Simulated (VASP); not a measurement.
Wanted: the native input for a VASP 6.6.1 run.

```
Task                   : single point
Functional             : PBEsol
Potentials or basis    : VASP PAW PBE potentials, release 64 (Cr_pv)
Cutoff                 : 520 eV
k mesh                 : 24 × 24 × 24
Occupations            : gaussian, width 0.15 eV
Spin                   : no spin polarisation
Dipole correction      : no
Further INCAR settings : ALGO = Fast; EDIFF = 1e-06; NBANDS = 12
```

The structure of Cr lies in POSCAR:

```
Cr
1.0
   -1.5140475000      1.5140475000      1.4779987500
    1.5140475000     -1.5140475000      1.4779987500
    1.5140475000      1.5140475000     -1.4779987500
Cr
1
Direct
    0.0000000000      0.0000000000      0.0000000000
```

This cell differs from its parent crystal: strain +0.050 along x and y, +0.025 along z.

These files were run (other wordings do the same):

INCAR

```
  ALGO = Fast
  EDIFF = 1E-6
  ENCUT = 520
  GGA = PS
  ISIF = 2
  ISMEAR = 0
  LASPH = True
  LCHARG = False
  LREAL = False
  LWAVE = False
  NBANDS = 12
  NELM = 60
  PREC = Accurate
  SIGMA = 0.15
```

KPOINTS

```
k-points
0
Gamma
  24 24 24
```

Potentials or basis: VASP PAW PBE potentials, release 64 (Cr_pv).

Command:

```bash
$ cat potpaw_PBE.64/Cr_pv/POTCAR > POTCAR
$ mpirun -np 1 vasp_std > vasp.out
```

It gave:

- Pressure: -36.3 GPa
- Band gap on the k mesh: zero (band 6 reaches 10.66 eV, above the bottom of band 7 at 8.02 eV)

Caveat: the cell differs from its parent crystal (strain +0.050 along x and y, +0.025 along z); the PAW data sets were made with another functional, which shifts forces and pressure a little; the run has no spin polarisation, though such a crystal can be magnetic.

Wall time 89 s on 1 thread of Intel(R) Xeon(R) Platinum 8488C (Sapphire Rapids) (shared host), peak memory 0.24 GiB.
